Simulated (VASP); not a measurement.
# SiBr6 (Pm-3m) in VASP: further runs

SiBr6 is run at these levels: PBE; tasks: single point.

Program: VASP 6.6.1. These are calculated values, not measurements. Logs are shortened: lines on timing, memory, paths and dates and some standing lists are left out, and cuts for length are marked.

## (1) The cell of the first run

The structure is cubic, space group Pm-3m (No. 221). The conventional cell has a = 6.077 Å, b = 6.077 Å, c = 6.077 Å, α = 90.00°, β = 90.00°, γ = 90.00°. Si (site symmetry m-3m) has 24 Br at 4.47 Å within 5.9 Å. Br (site symmetry 4mm) has 5 Br at 2.43 to 2.58 Å within 3.2 Å.

## (2) Single point, PBE

File INCAR:

```
SYSTEM = SiBr6
PREC = Accurate ; ENCUT = 520
EDIFF = 1E-6 ; ISMEAR = 0
SIGMA = 0.1 ; LREAL = .FALSE.
LASPH = .TRUE. ; NELM = 60
ALGO = Normal ; ISIF = 2
LWAVE = .FALSE. ; LCHARG = .FALSE.
GGA = PE ; NBANDS = 32
```

File KPOINTS:

```
regular mesh
0
G
  4 4 4
  0 0 0
```

File POSCAR:

```
SiBr6
1.0
    6.0769140800      0.0000000000      0.0000000000
    0.0000000000      6.0769140800      0.0000000000
    0.0000000000      0.0000000000      6.0769140800
Si Br
1 6
Direct
    0.0000000000      0.0000000000      0.0000000000
    0.5000000000      0.5000000000      0.2000000000
    0.5000000000      0.5000000000      0.8000000000
    0.2000000000      0.5000000000      0.5000000000
    0.8000000000      0.5000000000      0.5000000000
    0.5000000000      0.2000000000      0.5000000000
    0.5000000000      0.8000000000      0.5000000000
```

Potentials or basis: VASP PAW PBE potentials, release 64 (Si, Br).

Started as:

```console
$ cat potpaw_PBE.64/Si/POTCAR potpaw_PBE.64/Br/POTCAR > POTCAR
$ mpirun -np 1 vasp_std > vasp.out
```

OUTCAR:

```text
SYSTEM = SiBr6
   PREC = Accurate
   ENCUT = 520
   EDIFF = 1E-6
   ISMEAR = 0
   LREAL = .FALSE.
   LASPH = .TRUE.
   NELM = 60
   ISIF = 2
   GGA = PE

 ion  position               nearest neighbor table
   1  0.000  0.000  0.000-
   2  0.500  0.500  0.200-   3 2.43   4 2.58   5 2.58   6 2.58   7 2.58
   3  0.500  0.500  0.800-   2 2.43   4 2.58   5 2.58   6 2.58   7 2.58
   4  0.200  0.500  0.500-   5 2.43   3 2.58   2 2.58   6 2.58   7 2.58
   5  0.800  0.500  0.500-   4 2.43   3 2.58   2 2.58   6 2.58   7 2.58
   6  0.500  0.200  0.500-   7 2.43   3 2.58   4 2.58   5 2.58   2 2.58
   7  0.500  0.800  0.500-   6 2.43   3 2.58   4 2.58   5 2.58   2 2.58

  LATTYP: Found a simple cubic cell.
 ALAT       =     6.0769140800

  Lattice vectors:

 A1 = (   6.0769140800,   0.0000000000,   0.0000000000)
 A2 = (   0.0000000000,   6.0769140800,   0.0000000000)
 A3 = (   0.0000000000,   0.0000000000,   6.0769140800)

Analysis of symmetry for initial positions (statically):
=====================================================================
 Subroutine PRICEL returns:
 Original cell was already a primitive cell.

 Routine SETGRP: Setting up the symmetry group for a
 simple cubic supercell.

 Subroutine GETGRP returns: Found 48 space group operations
 (whereof 48 operations were pure point group operations)
 out of a pool of 48 trial point group operations.

The static configuration has the point symmetry O_h .

Analysis of symmetry for dynamics (positions and initial velocities):
=====================================================================
 Subroutine PRICEL returns:
 Original cell was already a primitive cell.

 Routine SETGRP: Setting up the symmetry group for a
 simple cubic supercell.

 Subroutine GETGRP returns: Found 48 space group operations
 (whereof 48 operations were pure point group operations)
 out of a pool of 48 trial point group operations.

The dynamic configuration has the point symmetry O_h .

 Subroutine INISYM returns: Found 48 space group operations
 (whereof 48 operations are pure point group operations),
 and found     1 'primitive' translations

----------------------------------------------------------------------------------------

                                     Primitive cell

  volume of cell :     224.4137

  direct lattice vectors                    reciprocal lattice vectors
     6.076914080  0.000000000  0.000000000     0.164557206  0.000000000  0.000000000
     0.000000000  6.076914080  0.000000000     0.000000000  0.164557206  0.000000000
     0.000000000  0.000000000  6.076914080     0.000000000  0.000000000  0.164557206

  length of vectors
     6.076914080  6.076914080  6.076914080     0.164557206  0.164557206  0.164557206

  position of ions in fractional coordinates (direct lattice)
     0.000000000  0.000000000  0.000000000
     0.500000000  0.500000000  0.200000000
     0.500000000  0.500000000  0.800000000
     0.200000000  0.500000000  0.500000000
     0.800000000  0.500000000  0.500000000
     0.500000000  0.200000000  0.500000000
     0.500000000  0.800000000  0.500000000

  ion indices of the primitive-cell ions
   primitive index   ion index
                 1           1
                 2           2
                 3           3
                 4           4
                 5           5
                 6           6
                 7           7

----------------------------------------------------------------------------------------

 KPOINTS: regular mesh

Automatic generation of k-mesh.
 Grid dimensions read from file:
 generate k-points for:    4    4    4

 Generating k-lattice:

  Cartesian coordinates                     Fractional coordinates (reciprocal lattice)
     0.041139301  0.000000000  0.000000000     0.250000000  0.000000000  0.000000000
     0.000000000  0.041139301  0.000000000     0.000000000  0.250000000  0.000000000
     0.000000000  0.000000000  0.041139301     0.000000000  0.000000000  0.250000000

  Length of vectors
     0.041139301  0.041139301  0.041139301

  Shift w.r.t. Gamma in fractional coordinates (k-lattice)
     0.000000000  0.000000000  0.000000000

 Subroutine IBZKPT returns following result:
 ===========================================

 Found     10 irreducible k-points:

 Following reciprocal coordinates:
            Coordinates               Weight
  0.000000  0.000000  0.000000      1.000000
  0.250000  0.000000  0.000000      6.000000
  0.500000  0.000000  0.000000      3.000000
  0.250000  0.250000  0.000000     12.000000
  0.500000  0.250000  0.000000     12.000000
  0.500000  0.500000  0.000000      3.000000
  0.250000  0.250000  0.250000      8.000000
  0.500000  0.250000  0.250000     12.000000
  0.500000  0.500000  0.250000      6.000000
  0.500000  0.500000  0.500000      1.000000
   k-points           NKPTS =     10   k-points in BZ     NKDIM =     10   number of bands    NBANDS=     32
   number of dos      NEDOS =    301   number of ions     NIONS =      7
   total plane-waves  NPLWV = 110592
   dimension x,y,z NGX =    48 NGY =   48 NGZ =   48
   dimension x,y,z NGXF=    96 NGYF=   96 NGZF=   96
   ions per type =               1   6
   NGX,Y,Z   is equivalent  to a cutoff of  13.13, 13.13, 13.13 a.u.
   NGXF,Y,Z  is equivalent  to a cutoff of  26.26, 26.26, 26.26 a.u.
 SYSTEM =  SiBr6
   PREC   = accura    normal or accurate (medium, high low for compatibility)
   ISTART =      0    job   : 0-new  1-cont  2-samecut
   ICHARG =      2    charge: 1-file 2-atom 10-const
   ISPIN  =      1    spin polarized calculation?
   LNONCOLLINEAR =      F non collinear calculations
   LSORBIT =      F    spin-orbit coupling
   LASPH  =      T    aspherical Exc in radial PAW
   ENCUT  =  520.0 eV  38.22 Ry    6.18 a.u.  11.30 11.30 11.30*2*pi/ulx,y,z
   NELM   =     60;   NELMIN=  2; NELMDL= -5     # of ELM steps
   EDIFF  = 0.1E-05   stopping-criterion for ELM
   LREAL  =      F    real-space projection
   EDIFFG = 0.1E-04   stopping-criterion for IOM
   NSW    =      0    number of steps for IOM
   IBRION =     -1    ionic relax: 0-MD 1-quasi-New 2-CG
   NFREE  =      0    steps in history (QN), initial steepest desc. (CG)
   ISIF   =      2    stress and relaxation
   ISYM   =      2    0-nonsym 1-usesym 2-fastsym
   POTIM  = 0.5000    time-step for ionic-motion
   TEBEG  =    0.0;   TEEND  =   0.0 temperature during run
   PSTRESS=    0.0 pullay stress
   NELECT =      46.0000    total number of electrons
   NUPDOWN=      -1.0000    fix difference up-down
   EMIN   =  10.00;   EMAX   =-10.00  energy-range for DOS
   EFERMI =   0.00;   METHOD = LEGACY
   ISMEAR =     0;   SIGMA  =   0.10  broadening in eV -4-tet -1-fermi 0-gaus
   EFERMI_NEDOS =   21; number of points for ismear=-14 and -15
   IALGO  =     38    algorithm
   IMIX   =      4    mixing-type and parameters
     AMIX     =   0.40;   BMIX     =  1.00
     AMIX_MAG =   1.60;   BMIX_MAG =  1.00
  volume/ion in A,a.u.               =      32.06       216.35
  Fermi-wavevector in a.u.,A,eV,Ry     =   0.965260  1.824077 12.676916  0.931727
  Thomas-Fermi vector in A             =   2.094962
   LORBIT       =      0    0 simple, 1 ext, 2 COOP (PROOUT), +10 PAW based schemes
   GGA     = PE    functional components
   LHFCALC =     F    Hartree Fock is set to
   AEXX    =    0.0000 exact exchange contribution
   IVDW    =     0    specifies the selected vdW correction
   LEPSILON=     F    determine dielectric tensor
   LRPA    =     F    only Hartree local field effects (RPA)
 non-spin polarized calculation
 Gauss-broadening in eV      SIGMA  =   0.10
  energy-cutoff  :      520.00
  volume of cell :      224.41
 maximum number of plane-waves:      6088
 NGX is ok and might be reduce to    48
   NGX = 23   NGY = 23   NGZ = 23

 number of electron      45.9999996 magnetization

 Free energy of the ion-electron system (eV)
  ---------------------------------------------------
  ext. energy  EPLUGINS =         0.00000000
  ---------------------------------------------------
  free energy    TOTEN  =        -1.04137129 eV

  energy without entropy =       -0.95938605  energy(sigma->0) =       -1.00037867

 E-fermi :   2.1179     XC(G=0):  -7.7649

 val. band max:        2.1116950922   @ k =   0.5000   0.5000   0.5000
 cond. band min:       2.1943307463   @ k =   0.5000   0.2500   0.0000
 fundamental gap:      0.0826356542
 Fermi energy:         2.1179329904

 k-point     1 :       0.0000    0.0000    0.0000
  band No.  band energies     occupation
      1     -17.4474      2.00000
      2     -13.9294      2.00000
      3     -13.9294      2.00000
      4     -13.5938      2.00000
      5     -13.5938      2.00000
      6     -13.5938      2.00000
[... 24 lines left out ...]
     31       6.6334      0.00000
     32       8.5765      0.00000

 k-point     2 :       0.2500    0.0000    0.0000
  band No.  band energies     occupation
      1     -17.3569      2.00000
      2     -14.7172      2.00000
      3     -13.9290      2.00000
      4     -13.5909      2.00000
      5     -13.5909      2.00000
      6     -12.8262      2.00000
[... 24 lines left out ...]
     31       7.1255      0.00000
     32       7.5746      0.00000
[... 243 lines left out ...]
     31       7.7519      0.00000
     32       8.3779      0.00000

 k-point    10 :       0.5000    0.5000    0.5000
  band No.  band energies     occupation
      1     -16.6940      2.00000
      2     -15.1310      2.00000
      3     -15.1310      2.00000
      4     -15.1310      2.00000
      5     -11.4780      2.00000
      6     -11.4780      2.00000
[... 24 lines left out ...]
     31       8.0423      0.00000
     32       8.0423      0.00000

------------------------ aborting loop because EDIFF is reached ----------------------------------------

  FORCE on cell =-STRESS in cart. coord.  units (eV):
  Direction    XX          YY          ZZ          XY          YZ          ZX
  --------------------------------------------------------------------------------------
  -------------------------------------------------------------------------------------
  Total       29.5958524     29.5958524     29.5958524      0.0000000      0.0000000      0.0000000
  in kB      211.2964243    211.2964243    211.2964243      0.0000000      0.0000000      0.0000000
  external PRESSURE =     211.2964243 kB  Pullay stress =       0.0000000 kB

 VOLUME and BASIS-vectors are now :
 -----------------------------------------------------------------------------
  energy-cutoff  :      520.00
  volume of cell :      224.41
      direct lattice vectors                 reciprocal lattice vectors
     6.076914080  0.000000000  0.000000000     0.164557206  0.000000000  0.000000000
     0.000000000  6.076914080  0.000000000     0.000000000  0.164557206  0.000000000
     0.000000000  0.000000000  6.076914080     0.000000000  0.000000000  0.164557206

 POSITION                                       TOTAL-FORCE (eV/Angst)
 -----------------------------------------------------------------------------------
      0.00000      0.00000      0.00000         0.000000      0.000000      0.000000
      3.03846      3.03846      1.21538         0.000000     -0.000000     -5.469695
      3.03846      3.03846      4.86153        -0.000000      0.000000      5.469695
      1.21538      3.03846      3.03846        -5.469695      0.000000      0.000000
      4.86153      3.03846      3.03846         5.469695     -0.000000     -0.000000
      3.03846      1.21538      3.03846         0.000000     -5.469695      0.000000
      3.03846      4.86153      3.03846        -0.000000      5.469695     -0.000000
 -----------------------------------------------------------------------------------
    total drift:                                0.000000     -0.000000     -0.000000

  FREE ENERGIE OF THE ION-ELECTRON SYSTEM (eV)
  ---------------------------------------------------
  free  energy   TOTEN  =        -1.0413712891 eV

  energy  without entropy=       -0.9593860541  energy(sigma->0) =       -1.00037867
```

It took 91 s on 1 thread of Oxide Virtual Turin-like, shared host; peak memory 0.29 GiB.

Results:

- Free energy: -1.0414 eV
- Pressure: 21.1 GPa
- Largest force: 5.470 eV/Å
- Band gap on the k mesh: zero (band 23 reaches 2.72 eV, above the bottom of band 24 at 2.07 eV)

Forces in eV/Å, atoms in the order of the input:
```
Si   0.000  0.000  0.000
Br   0.000  0.000 -5.470
Br   0.000  0.000  5.470
Br  -5.470  0.000  0.000
Br   5.470  0.000  0.000
Br   0.000 -5.470  0.000
Br   0.000  5.470  0.000
```

Levels at points of the mesh, in eV from the Fermi level:
| k point | band 21 | band 22 | band 23 | band 24 | band 25 | band 26 |
| --- | --- | --- | --- | --- | --- | --- |
| (0.00, 0.00, 0.00) | -0.53 | -0.53 | 0.60 | 0.60 | 0.60 | 0.90 |
| (0.50, 0.00, 0.00) | -0.51 | -0.25 | 0.17 | 0.17 | 0.42 | 0.42 |
| (0.50, 0.50, 0.00) | -0.83 | -0.46 | -0.46 | -0.02 | 0.18 | 0.18 |
| (0.50, 0.50, 0.50) | -1.22 | -1.22 | -1.22 | -0.01 | -0.01 | -0.01 |

Caveat: forces of over 1 eV/Å act on the atoms, so gaps and moduli don't describe the material at rest.

## (3) Single point, PBE

This run uses another cell than the first one, of 65.31 Å³/atom, 2.037 times its volume.

File INCAR:

```
SYSTEM = SiBr6
  PREC = Accurate
  ENCUT = 520
  EDIFF = 1E-6
  ISMEAR = 0
  SIGMA = 0.1
  LREAL = .False.
  LASPH = .True.
  NELM = 80
  ALGO = Normal
  ISIF = 2
  LWAVE = .False.
  LCHARG = .False.
  GGA = PE
  NBANDS = 32
```

File KPOINTS:

```
Automatic mesh
0
Gamma
  4 4 4
  0 0 0
```

File POSCAR:

```
SiBr6
1.0
    7.7037286155      0.0000000000      0.0000000000
    0.0000000000      7.7037286155      0.0000000000
    0.0000000000      0.0000000000      7.7037286155
Si Br
1 6
Direct
    0.0000000000      0.0000000000      0.0000000000
    0.5000000000      0.5000000000      0.1544314589
    0.5000000000      0.5000000000      0.8455685411
    0.1544314589      0.5000000000      0.5000000000
    0.8455685411      0.5000000000      0.5000000000
    0.5000000000      0.1544314589      0.5000000000
    0.5000000000      0.8455685411      0.5000000000
```

Potentials or basis: VASP PAW PBE potentials, release 64 (Si, Br).

Started as:

```console
$ cat potpaw_PBE.64/Si/POTCAR potpaw_PBE.64/Br/POTCAR > POTCAR
$ mpirun -np 1 vasp_std > vasp.out
```

Wall time 3.6 min (1 thread of Oxide Virtual Turin-like, shared host); peak memory 0.47 GiB.

Results (log left out):

- Free energy: -9.6908 eV
- Pressure: 0.0 GPa
- Largest force: 0.034 eV/Å
- Band gap on the k mesh: zero (band 23 reaches -2.08 eV, above the bottom of band 24 at -2.11 eV)

Forces on the atoms (eV/Å):
```
Si   0.000  0.000  0.000
Br   0.000  0.000 -0.034
Br   0.000  0.000  0.034
Br  -0.034  0.000  0.000
Br   0.034  0.000  0.000
Br   0.000 -0.034  0.000
Br   0.000  0.034  0.000
```

Levels at points of the mesh, in eV from the Fermi level:
```
           k point  band 19  band 20  band 21  band 22  band 23  band 24  band 25  band 26
(0.00, 0.00, 0.00)    -1.70    -0.54    -0.54    -0.54     0.06     0.06     0.06     0.90
(0.50, 0.00, 0.00)    -1.21    -1.02    -1.02    -0.54     0.01     0.06     0.06     0.81
(0.50, 0.50, 0.00)    -1.11    -1.02    -1.02    -0.98     0.04     0.04     0.05     0.09
(0.50, 0.50, 0.50)    -1.22    -0.99    -0.99    -0.99    -0.65     0.05     0.05     0.05
```
